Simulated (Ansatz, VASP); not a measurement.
**One calculation of K2S, two programs**

INCAR

```
SYSTEM = K2S
ALGO = Normal
EDIFF = 1E-6
ENCUT = 500
GGA = PE
GGA_COMPAT = .False.
ISIF = 2
ISMEAR = -1
LASPH = .True.
LCHARG = .False.
LREAL = .False.
LWAVE = .False.
NBANDS = 19
NELM = 120
PREC = Accurate
SIGMA = 0.02
```

File KPOINTS:

```
k-points
0
Gamma
  6 6 6
  0 0 0
```

Contents of POSCAR:

```
K2S
1.0
    0.0000000000      3.6612482484      3.6612482484
    3.6612482484      0.0000000000      3.6612482484
    3.6612482484      3.6612482484      0.0000000000
K S
2 1
Direct
    0.2500000000      0.2500000000      0.2500000000
    0.7500000000      0.7500000000      0.7500000000
    0.0000000000      0.0000000000      0.0000000000
```

Input for Ansatz:

```yaml
crystal:
  lattice:
    - [0.0, 3.6612482484, 3.6612482484]
    - [3.6612482484, 0.0, 3.6612482484]
    - [3.6612482484, 3.6612482484, 0.0]
  atoms:
    - { symbol: K, position: [0.25, 0.25, 0.25] }
    - { symbol: K, position: [0.75, 0.75, 0.75] }
    - { symbol: S, position: [0.0, 0.0, 0.0] }
kpoints:
  mp_grid: { grid: [6, 6, 6] }
  band_path:
    path:
      - [0.0, 0.0, 0.0]
      - [0.5, 0.0, 0.5]
      - [0.625, 0.25, 0.625]
      - [0.375, 0.375, 0.75]
      - [0.5, 0.5, 0.5]
      - [0.5, 0.25, 0.75]
      - [0.0, 0.5, 0.5]
    npoints: 1
hamiltonian:
  xc: pbe
scf:
  occupations: { method: fermi_dirac, width: 0.02 }
  n_extra_bands: 4
output:
  forces: true
  stress: true
  eigenvalues: true
```

Change from the starting cell: hydrostatic strain -1.1%.

Alike in both runs: task single point; functional PBE; k mesh 6 × 6 × 6; occupations fermi-dirac, width 0.02 eV; no spin polarisation.

```csv
,VASP,Ansatz
version,VASP 6.6.1,Ansatz 0.2.0
potentials or method,"VASP PAW PBE potentials, release 64 (K_sv, S)","plane waves, PAW"
plane-wave cutoff (eV),500,420
valence electrons in the cell,24,24
```

```tsv
	VASP	Ansatz	Ansatz less VASP
gap on the k mesh at the Fermi level (eV)	2.47	2.47	+0.002
pressure (GPa)	1.2	1.2	-0.04
```
